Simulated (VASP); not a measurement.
# Si2Mo in VASP: notebook, part 2 of 2

VASP 6.6.1.

## (3) Single point, r2SCAN (biaxial strain in the a-b plane: +3.0 %)

File POSCAR:

```
Si2Mo
1.0
    3.2978019251      0.0000000000      0.0000000000
    0.0000000000      3.2978019251      0.0000000000
    0.0000000000      0.0000000000      7.6779318650
Si Mo
4 2
Direct
    0.0000000000      0.0000000000      0.3356193704
    0.5000000000      0.5000000000      0.1643806296
    0.5000000000      0.5000000000      0.8356193704
    0.0000000000      0.0000000000      0.6643806296
    0.0000000000      0.0000000000      0.0000000000
    0.5000000000      0.5000000000      0.5000000000
```

File INCAR.step1:

```
SYSTEM = Si2Mo
  PREC = Accurate
  ENCUT = 550
  ISMEAR = 0
  SIGMA = 0.1
  LREAL = .False.
  LASPH = .True.
  NELM = 120
  NBANDS = 31
  GGA = PE
  ALGO = Normal
  EDIFF = 1E-5
  LWAVE = .True.
  LCHARG = .False.
  GGA_COMPAT = .False.
```

File INCAR.step2:

```
SYSTEM = Si2Mo
  PREC = Accurate
  ENCUT = 550
  EDIFF = 1E-6
  ISMEAR = 0
  SIGMA = 0.1
  LREAL = .False.
  LASPH = .True.
  NELM = 120
  ALGO = Normal
  ISIF = 2
  LWAVE = .False.
  LCHARG = .False.
  METAGGA = R2SCAN
  LMIXTAU = .True.
  NBANDS = 31
  ISTART = 1
  GGA_COMPAT = .False.
```

File KPOINTS:

```
Automatic mesh
0
Gamma
  12 12 6
  0 0 0
```

Potentials or basis: VASP PAW PBE potentials, release 64 (Si, Mo_sv).

Run with:

```bash
> cat potpaw_PBE.64/Si/POTCAR potpaw_PBE.64/Mo_sv/POTCAR > POTCAR
> cp INCAR.step1 INCAR
> mpirun -np 1 vasp_std > vasp.out
> cp INCAR.step2 INCAR
> mpirun -np 1 vasp_std > vasp.out
```

OUTCAR:

```text
SYSTEM = Si2Mo
   PREC = Accurate
   ENCUT = 550
   EDIFF = 1E-6
   ISMEAR = 0
   LREAL = .False.
   LASPH = .True.
   NELM = 120
   ISIF = 2
   METAGGA = R2SCAN
   ISTART = 1

 ion  position               nearest neighbor table
   1  0.000  0.000  0.336-   4 2.52   5 2.58   6 2.65   6 2.65   6 2.65   6 2.65   2 2.68   2 2.68
                             2 2.68   2 2.68
   2  0.500  0.500  0.164-   3 2.52   6 2.58   5 2.65   5 2.65   5 2.65   5 2.65   1 2.68   1 2.68
                             1 2.68   1 2.68
   3  0.500  0.500  0.836-   2 2.52   6 2.58   5 2.65   5 2.65   5 2.65   5 2.65   4 2.68   4 2.68
[... 1048 lines left out ...]
  Total       -6.4038991     -6.4038991      2.6592178      0.0000000      0.0000000      0.0000000
  in kB     -122.8744752   -122.8744752     51.0236009      0.0000000      0.0000000      0.0000000
  external PRESSURE =     -64.9084498 kB  Pullay stress =       0.0000000 kB

 VOLUME and BASIS-vectors are now :
 -----------------------------------------------------------------------------
  energy-cutoff  :      550.00
  volume of cell :       83.50
      direct lattice vectors                 reciprocal lattice vectors
     3.297801925  0.000000000  0.000000000     0.303232281  0.000000000  0.000000000
     0.000000000  3.297801925  0.000000000     0.000000000  0.303232281  0.000000000
     0.000000000  0.000000000  7.677931865     0.000000000  0.000000000  0.130243406

 POSITION                                       TOTAL-FORCE (eV/Angst)
 -----------------------------------------------------------------------------------
      0.00000      0.00000      2.57686        -0.000000      0.000000      0.005147
      1.64890      1.64890      1.26210         0.000000      0.000000     -0.005147
      1.64890      1.64890      6.41583         0.000000      0.000000      0.005147
      0.00000      0.00000      5.10107        -0.000000     -0.000000     -0.005147
      0.00000      0.00000      0.00000        -0.000000      0.000000      0.000000
      1.64890      1.64890      3.83897         0.000000      0.000000     -0.000000
 -----------------------------------------------------------------------------------
    total drift:                               -0.000000      0.000000      0.000000

  FREE ENERGIE OF THE ION-ELECTRON SYSTEM (eV)
  ---------------------------------------------------
  free  energy   TOTEN  =       -89.8200179608 eV

  energy  without entropy=      -89.8178804482  energy(sigma->0) =      -89.81894920
```

OUTCAR.step1:

```text
SYSTEM = Si2Mo
   PREC = Accurate
   ENCUT = 550
   ISMEAR = 0
   LREAL = .False.
   LASPH = .True.
[... 1076 lines left out ...]
      0.00000      0.00000      5.10107         0.000000      0.000000      0.066574
      0.00000      0.00000      0.00000         0.000000     -0.000000     -0.000000
      1.64890      1.64890      3.83897        -0.000000     -0.000000     -0.000000
 -----------------------------------------------------------------------------------
    total drift:                               -0.000000      0.000000      0.000000

  FREE ENERGIE OF THE ION-ELECTRON SYSTEM (eV)
  ---------------------------------------------------
  free  energy   TOTEN  =       -46.3455375492 eV

  energy  without entropy=      -46.3428890153  energy(sigma->0) =      -46.34421328
```

It took 7.2 min on 1 thread of Intel Xeon 6975P-C (Granite Rapids), shared host; peak memory 0.38 GiB.

Results:

```yaml
Free_energy: -89.8200 eV
Pressure: -6.5 GPa
Largest_force: 0.005 eV/Å
Band_gap_on_the_k_mesh: zero (bands 22 and 23 overlap by 0.77 eV)
```

Forces on the atoms (eV/Å):
```
Si   0.000  0.000  0.005
Si   0.000  0.000 -0.005
Si   0.000  0.000  0.005
Si   0.000  0.000 -0.005
Mo   0.000  0.000  0.000
Mo   0.000  0.000  0.000
```

Levels at points of the mesh, in eV from the Fermi level:
```
           k point  band 18  band 19  band 20  band 21  band 22  band 23  band 24  band 25  band 26  band 27
(0.00, 0.00, 0.00)    -2.09    -0.74    -0.74    -0.38    -0.38     0.25     0.43     3.11     3.31     3.31
(0.50, 0.00, 0.00)    -2.68    -1.78    -1.78    -0.74    -0.74     2.08     2.08     3.66     3.66     3.82
(0.50, 0.50, 0.00)    -4.47    -2.62    -2.62    -1.32    -1.32     2.40     2.40     2.97     2.97     3.94
(0.00, 0.00, 0.50)    -2.18    -1.62    -1.62     0.34     0.34     1.70     1.70     1.70     1.70     2.21
(0.50, 0.00, 0.50)    -2.74    -2.28    -2.28    -0.47    -0.47     2.34     2.34     3.07     3.07     4.49
(0.50, 0.50, 0.50)    -2.56    -1.91    -1.91    -1.91    -1.91     0.78     0.78     2.40     2.40     4.32
```

Caveat: the cell differs from its parent crystal (biaxial strain in the a-b plane: +3.0 %); the stress differs along the axes, from -12 to 5 GPa; the PAW data sets were made with another functional, which shifts forces and pressure a little.

## (4) Single point, r2SCAN (biaxial strain in the a-b plane: +3.0 %, then relaxed in part)

File POSCAR:

```
Si2Mo
1.0
    3.2978019251      0.0000000000      0.0000000000
    0.0000000000      3.2978019251      0.0000000000
    0.0000000000      0.0000000000      7.7464929158
Si Mo
4 2
Direct
    0.0000000000      0.0000000000      0.3358510385
    0.5000000000      0.5000000000      0.1641489615
    0.5000000000      0.5000000000      0.8358510385
    0.0000000000      0.0000000000      0.6641489615
    0.0000000000      0.0000000000      0.0000000000
    0.5000000000      0.5000000000      0.5000000000
```

File INCAR.step1:

```
SYSTEM = Si2Mo
ALGO     = Normal         ! electronic algorithm
EDIFF    = 1E-5           ! SCF threshold, eV
ENCUT    = 550            ! plane-wave cutoff, eV
GGA      = PE             ! functional
GGA_COMPAT= .False.      
ISMEAR   = 0              ! smearing method
LASPH    = .True.         ! aspherical terms in the spheres
LCHARG   = .False.        ! write CHGCAR
LREAL    = .False.        ! projectors in reciprocal space
LWAVE    = .True.         ! write WAVECAR
NBANDS   = 31             ! bands
NELM     = 120            ! most SCF steps
PREC     = Accurate       ! precision mode
SIGMA    = 0.1            ! smearing width, eV
```

File INCAR.step2:

```
SYSTEM = Si2Mo
ALGO     = Normal         ! electronic algorithm
EDIFF    = 1E-6           ! SCF threshold, eV
ENCUT    = 550            ! plane-wave cutoff, eV
GGA_COMPAT= .False.      
ISIF     = 2              ! what is computed and relaxed
ISMEAR   = 0              ! smearing method
ISTART   = 1            
LASPH    = .True.         ! aspherical terms in the spheres
LCHARG   = .False.        ! write CHGCAR
LMIXTAU  = .True.       
LREAL    = .False.        ! projectors in reciprocal space
LWAVE    = .False.        ! write WAVECAR
METAGGA  = R2SCAN         ! meta-GGA
NBANDS   = 31             ! bands
NELM     = 120            ! most SCF steps
PREC     = Accurate       ! precision mode
SIGMA    = 0.1            ! smearing width, eV
```

File KPOINTS:

```
k-points
0
Gamma
  12 12 6
  0 0 0
```

Run with:

```bash
> cat potpaw_PBE.64/Si/POTCAR potpaw_PBE.64/Mo_sv/POTCAR > POTCAR
> cp INCAR.step1 INCAR
> mpirun -np 1 vasp_std > vasp.out
> cp INCAR.step2 INCAR
> mpirun -np 1 vasp_std > vasp.out
```

Run time: 7.6 min. Hardware: 1 thread of Intel Xeon 6975P-C (Granite Rapids), shared host; peak memory 0.39 GiB.

The run converged. Its results:

| Property | Result |
| --- | --- |
| Free energy | -89.8325 eV |
| Pressure | -8.5 GPa |
| Band gap on the k mesh | zero (bands 22 and 23 overlap by 0.80 eV) |

Stress tensor (GPa, compression positive):
```
-12.85   0.00   0.00
  0.00 -12.85   0.00
  0.00   0.00   0.29
```

Levels at points of the mesh, in eV from the Fermi level:
```
           k point  band 18  band 19  band 20  band 21  band 22  band 23  band 24  band 25  band 26  band 27
(0.00, 0.00, 0.00)    -2.05    -0.71    -0.71    -0.41    -0.41     0.26     0.42     3.07     3.31     3.31
(0.50, 0.00, 0.00)    -2.65    -1.89    -1.89    -0.71    -0.71     2.06     2.06     3.61     3.61     3.74
(0.50, 0.50, 0.00)    -4.45    -2.67    -2.67    -1.34    -1.34     2.38     2.38     2.91     2.91     3.78
(0.00, 0.00, 0.50)    -2.14    -1.68    -1.68     0.34     0.34     1.67     1.67     1.67     1.67     2.12
(0.50, 0.00, 0.50)    -2.71    -2.29    -2.29    -0.47    -0.47     2.32     2.32     3.09     3.09     4.35
(0.50, 0.50, 0.50)    -2.60    -1.96    -1.96    -1.96    -1.96     0.69     0.69     2.38     2.38     4.27
```

Caveat: the cell differs from its parent crystal (biaxial strain in the a-b plane: +3.0 %, then relaxed in part); the stress differs along the axes, from -13 to 0 GPa; the PAW data sets were made with another functional, which shifts forces and pressure a little.

## (5) Summary

```tsv
cell	cutoff (eV)	gap on the mesh (eV)	pressure (GPa)	largest force (eV/Å)
a = 3.058, b = 3.240, c = 7.870 Å, 6 atoms, atomic positions A	520	none	6.5	0.02
a = 3.298, b = 3.298, c = 7.678 Å, 6 atoms, atomic positions B	550	none	-6.5	0.01
a = 3.298, b = 3.298, c = 7.746 Å, 6 atoms, atomic positions C	550	none	-8.5	-
```

Alike in all rows: task single point; level r2SCAN; potentials or basis VASP PAW PBE potentials, release 64 (Si, Mo_sv); no spin polarisation; k mesh 12 × 12 × 6; smearing gaussian 0.1 eV.

Caveats: the PAW data sets were made with another functional, which shifts forces and pressure a little; the stress differs along the axes, from 0 to 19 GPa (at least some runs); the stress differs along the axes, from -12 to 5 GPa (at least some runs); the stress differs along the axes, from -13 to 0 GPa (at least some runs).

Absolute energies hang on the potentials; compare differences alone.
